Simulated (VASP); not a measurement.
# B (R-3m) in VASP: single point with PBEsol

Aim: the single point of B with PBEsol.

Everything below comes from runs of VASP 6.6.1. Logs are shortened: lines on timing, memory, paths and dates and some standing lists are left out, and cuts for length are marked.

## 1. The cell of the first run

Symmetry: R-3m, No. 166, trigonal system. The conventional cell has a = 4.876 Å, b = 4.876 Å, c = 12.499 Å, α = 90.00°, β = 90.00°, γ = 120.00°. B (site symmetry m) has 6 B at 1.67 to 1.79 Å within 2.2 Å. B (site symmetry m) has 7 B at 1.77 to 1.99 Å within 2.4 Å.

## 2. Single point, PBEsol

INCAR

```
PREC = Accurate
ENCUT = 500
EDIFF = 1E-6
ISMEAR = 0
SIGMA = 0.02
LREAL = False
LASPH = True
NELM = 120
ALGO = Normal
ISIF = 2
LWAVE = False
LCHARG = False
GGA = PS
NBANDS = 30
GGA_COMPAT = False
```

KPOINTS

```
Automatic mesh
0
Gamma
  9 9 9
```

POSCAR

```
B
1.0
    2.4380633609      1.4076165394      4.1662334898
   -2.4380633609      1.4076165394      4.1662334898
    0.0000000000     -2.8152330738      4.1662334915
B
12
Direct
    0.0106130918      0.6538281694      0.0106130918
    0.0106130918      0.0106130918      0.6538281694
    0.6538281694      0.0106130918      0.0106130918
    0.3461718306      0.9893869082      0.9893869082
    0.9893869082      0.3461718306      0.9893869082
    0.9893869082      0.9893869082      0.3461718306
    0.2215966160      0.6297950299      0.2215966160
    0.2215966160      0.2215966160      0.6297950299
    0.6297950299      0.2215966160      0.2215966160
    0.3702049701      0.7784033840      0.7784033840
    0.7784033840      0.3702049701      0.7784033840
    0.7784033840      0.7784033840      0.3702049701
```

Potentials or basis: VASP PAW PBE potentials, release 64 (B).

Command:

```bash
> cat potpaw_PBE.64/B/POTCAR > POTCAR
> mpirun -np 1 vasp_std > vasp.out
```

OUTCAR:

```text
PREC = Accurate
   ENCUT = 500
   EDIFF = 1E-6
   ISMEAR = 0
   LREAL = False
   LASPH = True
   NELM = 120
   ISIF = 2
   GGA = PS

 ion  position               nearest neighbor table
   1  0.011  0.654  0.011-   5 1.67   3 1.74   2 1.74   7 1.79  10 1.79  12 1.79
   2  0.011  0.011  0.654-   6 1.67   3 1.74   1 1.74   8 1.79  10 1.79  11 1.79
   3  0.654  0.011  0.011-   4 1.67   1 1.74   2 1.74   9 1.79  11 1.79  12 1.79
   4  0.346  0.989  0.989-   3 1.67   5 1.74   6 1.74  10 1.79   7 1.79   8 1.79
   5  0.989  0.346  0.989-   1 1.67   4 1.74   6 1.74  11 1.79   9 1.79   8 1.79
   6  0.989  0.989  0.346-   2 1.67   4 1.74   5 1.74  12 1.79   9 1.79   7 1.79
   7  0.222  0.630  0.222-  12 1.77  10 1.77   1 1.79   6 1.79   4 1.79   9 1.99   8 1.99
   8  0.222  0.222  0.630-  10 1.77  11 1.77   2 1.79   4 1.79   5 1.79   7 1.99   9 1.99
   9  0.630  0.222  0.222-  12 1.77  11 1.77   3 1.79   6 1.79   5 1.79   7 1.99   8 1.99
  10  0.370  0.778  0.778-   8 1.77   7 1.77   4 1.79   2 1.79   1 1.79  11 1.99  12 1.99
  11  0.778  0.370  0.778-   8 1.77   9 1.77   5 1.79   2 1.79   3 1.79  10 1.99  12 1.99
  12  0.778  0.778  0.370-   7 1.77   9 1.77   6 1.79   3 1.79   1 1.79  10 1.99  11 1.99

  LATTYP: Found a trigonal (rhomboedric) cell.
 ALAT       =     5.0282242159
 COS(alpha) =     0.5297912559

  Lattice vectors:

 A1 = (   2.4380633609,   1.4076165394,   4.1662334898)
 A2 = (  -2.4380633609,   1.4076165394,   4.1662334898)
 A3 = (   0.0000000000,  -2.8152330738,   4.1662334915)

Analysis of symmetry for initial positions (statically):
=====================================================================
 Subroutine PRICEL returns:
 Original cell was already a primitive cell.

 Routine SETGRP: Setting up the symmetry group for a
 trigonal (rhombohedral) supercell.

 Subroutine GETGRP returns: Found 12 space group operations
 (whereof 12 operations were pure point group operations)
 out of a pool of 12 trial point group operations.

The static configuration has the point symmetry D_3d.

Analysis of symmetry for dynamics (positions and initial velocities):
=====================================================================
 Subroutine PRICEL returns:
 Original cell was already a primitive cell.

 Routine SETGRP: Setting up the symmetry group for a
 trigonal (rhombohedral) supercell.

 Subroutine GETGRP returns: Found 12 space group operations
 (whereof 12 operations were pure point group operations)
[... 128 lines left out ...]
   ISIF   =      2    stress and relaxation
   ISYM   =      2    0-nonsym 1-usesym 2-fastsym
   POTIM  = 0.5000    time-step for ionic-motion
   TEBEG  =    0.0;   TEEND  =   0.0 temperature during run
   PSTRESS=    0.0 pullay stress
   NELECT =      36.0000    total number of electrons
   NUPDOWN=      -1.0000    fix difference up-down
   EMIN   =  10.00;   EMAX   =-10.00  energy-range for DOS
   EFERMI =   0.00;   METHOD = LEGACY
   ISMEAR =     0;   SIGMA  =   0.02  broadening in eV -4-tet -1-fermi 0-gaus
   EFERMI_NEDOS =   21; number of points for ismear=-14 and -15
   IALGO  =     38    algorithm
   IMIX   =      4    mixing-type and parameters
     AMIX     =   0.40;   BMIX     =  1.00
     AMIX_MAG =   1.60;   BMIX_MAG =  1.00
  volume/ion in A,a.u.               =       7.15        48.24
  Fermi-wavevector in a.u.,A,eV,Ry     =   1.225653  2.316149 20.439022  1.502226
  Thomas-Fermi vector in A             =   2.360683
   LORBIT       =      0    0 simple, 1 ext, 2 COOP (PROOUT), +10 PAW based schemes
   GGA     = PS    functional components
   LHFCALC =     F    Hartree Fock is set to
   AEXX    =    0.0000 exact exchange contribution
   IVDW    =     0    specifies the selected vdW correction
   LEPSILON=     F    determine dielectric tensor
   LRPA    =     F    only Hartree local field effects (RPA)
 non-spin polarized calculation
 Gauss-broadening in eV      SIGMA  =   0.02
  energy-cutoff  :      500.00
  volume of cell :       85.79
 maximum number of plane-waves:      2194
 NGX is ok and might be reduce to    40
   NGX = 19   NGY = 19   NGZ = 19

 number of electron      36.0000000 magnetization

 Free energy of the ion-electron system (eV)
  ---------------------------------------------------
  ext. energy  EPLUGINS =         0.00000000
  ---------------------------------------------------
  free energy    TOTEN  =       -84.46996958 eV

  energy without entropy =      -84.46996958  energy(sigma->0) =      -84.46996958

 E-fermi :   6.1184     XC(G=0): -11.7183

 val. band max:        6.0365961130   @ k =   0.4444   0.4444   0.4444
 cond. band min:       7.3844570760   @ k =   0.0000   0.0000   0.0000
 fundamental gap:      1.3478609630
 Fermi energy:         6.1184234299

 k-point     1 :       0.0000    0.0000    0.0000
  band No.  band energies     occupation
      1     -10.2921      2.00000
      2      -4.4728      2.00000
      3      -4.2160      2.00000
      4      -4.2160      2.00000
      5      -3.2549      2.00000
      6      -2.5635      2.00000
[... 781 lines left out ...]
     29      15.0856      0.00000
     30      15.4403      0.00000

 [... further k-points ...]
[... 5 lines left out ...]
  --------------------------------------------------------------------------------------
  -------------------------------------------------------------------------------------
  Total        0.2324219      0.2324219      0.2247673      0.0000000     -0.0000000     -0.0000000
  in kB        4.3407374      4.3407374      4.1977786      0.0000000     -0.0000000     -0.0000000
  external PRESSURE =       4.2930844 kB  Pullay stress =       0.0000000 kB

 VOLUME and BASIS-vectors are now :
 -----------------------------------------------------------------------------
  energy-cutoff  :      500.00
  volume of cell :       85.79
      direct lattice vectors                 reciprocal lattice vectors
     2.438063361  1.407616539  4.166233490     0.205080806  0.118403459  0.080008318
    -2.438063361  1.407616539  4.166233490    -0.205080806  0.118403459  0.080008318
     0.000000000 -2.815233074  4.166233491     0.000000000 -0.236806917  0.080008318

 POSITION                                       TOTAL-FORCE (eV/Angst)
 -----------------------------------------------------------------------------------
     -1.56820      0.90540      2.81243         0.015859     -0.009156     -0.014033
      0.00000     -1.81080      2.81243         0.000000      0.018312     -0.014033
      1.56820      0.90540      2.81243        -0.015859     -0.009156     -0.014033
     -1.56820     -0.90540      9.68627         0.015859      0.009156      0.014033
      1.56820     -0.90540      9.68627        -0.015859      0.009156      0.014033
      0.00000      1.81080      9.68627         0.000000     -0.018312      0.014033
     -0.99521      0.57459      4.47032         0.025378     -0.014652      0.007514
      0.00000     -1.14917      4.47032         0.000000      0.029304      0.007514
      0.99521      0.57459      4.47032        -0.025378     -0.014652      0.007514
     -0.99521     -0.57459      8.02838         0.025378      0.014652     -0.007514
      0.99521     -0.57459      8.02838        -0.025378      0.014652     -0.007514
      0.00000      1.14917      8.02838         0.000000     -0.029304     -0.007514
 -----------------------------------------------------------------------------------
    total drift:                               -0.000000     -0.000000      0.000000

  FREE ENERGIE OF THE ION-ELECTRON SYSTEM (eV)
  ---------------------------------------------------
  free  energy   TOTEN  =       -84.4699695762 eV

  energy  without entropy=      -84.4699695762  energy(sigma->0) =      -84.46996958
```

It took 6.5 min on 1 thread of Intel Xeon 8259CL, shared host; peak memory 0.31 GiB.

What came out:

* Free energy: -84.4700 eV
* Pressure: 0.4 GPa
* Largest force: 0.030 eV/Å
* Band gap on the k mesh: 1.35 eV (least direct gap 1.67 eV)

Forces on the atoms (eV/Å):
```
B    0.016 -0.009 -0.014
B    0.000  0.018 -0.014
B   -0.016 -0.009 -0.014
B    0.016  0.009  0.014
B   -0.016  0.009  0.014
B    0.000 -0.018  0.014
B    0.025 -0.015  0.008
B    0.000  0.029  0.008
B   -0.025 -0.015  0.008
B    0.025  0.015 -0.008
B   -0.025  0.015 -0.008
B    0.000 -0.029 -0.008
```

Levels at points of the mesh, in eV from the valence-band top:
```csv
k point,band 16,band 17,band 18,band 19,band 20,band 21
"(0.00, 0.00, 0.00)",-0.85,-0.85,-0.35,1.35,4.55,4.55
```

Caveat: the PAW data sets were made with another functional, which shifts forces and pressure a little; an odd mesh through Γ misses points on the zone boundary, where band edges can lie.
